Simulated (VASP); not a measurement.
Input of a VASP 6.6.1 run:

Contents of INCAR:

```
PREC     = Accurate       # precision mode
ENCUT    = 520            # plane-wave cutoff, eV
EDIFF    = 1E-7           # SCF threshold, eV
ISMEAR   = -1             # smearing method
SIGMA    = 0.01           # smearing width, eV
LREAL    = False          # projectors in reciprocal space
LASPH    = True           # aspherical terms in the spheres
NELM     = 80             # most SCF steps
ALGO     = Normal         # electronic algorithm
ISIF     = 2              # what is computed and relaxed
LWAVE    = False          # write WAVECAR
LCHARG   = True           # write CHGCAR
GGA      = PS             # functional
LELF     = True           # ELF
LVHAR    = True         
NBANDS   = 14             # bands
```

Contents of KPOINTS:

```
Automatic mesh
0
Gamma
  10 10 10
```

Contents of POSCAR:

```
HfN
1.0
    0.0000000000      2.2438384694      2.2438384694
    2.2438384694      0.0000000000      2.2438384694
    2.2438384694      2.2438384694      0.0000000000
Hf N
1 1
Direct
    0.0000000000      0.0000000000      0.0000000000
    0.5000000000      0.5000000000      0.5000000000
```

Potentials or basis: VASP PAW PBE potentials, release 64 (Hf_pv, N).

The run is started by

```console
$ cat potpaw_PBE.64/Hf_pv/POTCAR potpaw_PBE.64/N/POTCAR > POTCAR
$ mpirun -np 1 vasp_std > vasp.out
```

Q: What does it give for the pressure?

A: 0.5 GPa.

Caveat: the PAW data sets were made with another functional, which shifts forces and pressure a little.
